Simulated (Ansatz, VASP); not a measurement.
# NaH6Os2: VASP beside Ansatz

```
Na H Os
1.0
    -1.39695    2.57285    4.68077
     1.39695   -2.57285    4.68077
     1.39695    2.57285   -4.68077
Na H Os
1 6 2
Direct
  0.50000 0.00000 0.50000
  0.88393 0.50000 0.38393
  0.11607 0.50000 0.61607
  0.92796 0.67671 0.25125
  0.57455 0.32329 0.25125
  0.42545 0.67671 0.74875
  0.07204 0.32329 0.74875
  0.84265 0.84265 0.00000
  0.15735 0.15735 0.00000
```

Change from the starting cell: species swapped into the SmCr2B6 type (Immm, No. 71).

Alike in both runs: functional PBE; k mesh 6 × 6 × 6; occupations gaussian, width 0.1 eV; no spin polarisation.

Ansatz relaxed the structure, and its values are those at the end. VASP's run is a single point on that final structure, the one shown.

|  | VASP | Ansatz |
| --- | --- | --- |
| version | VASP 6.6.1 | Ansatz 0.2.0 |
| potentials or method | VASP PAW PBE potentials, release 64 (Na_pv, H, Os), cutoff 520 eV | scalar-relativistic, plane waves, PAW |
| valence electrons in the cell | 29 | 47 |

```tsv
	VASP	Ansatz	Ansatz less VASP
gap on the k mesh at the Fermi level (eV)	none	none	-
pressure (GPa)	0.5	0.0	-0.42
rms of the force components (eV/Å)	0.013	0.012	-0.0006
```

A gap of «none» marks a metal or a gap that the smearing closes. VASP's potentials hold 29 valence electrons a cell and Ansatz's 47, so a difference there can come from the potentials and not from the codes.

The k mesh is coarse, so the values compare programs but aren't converged. Spin-orbit coupling is off throughout.
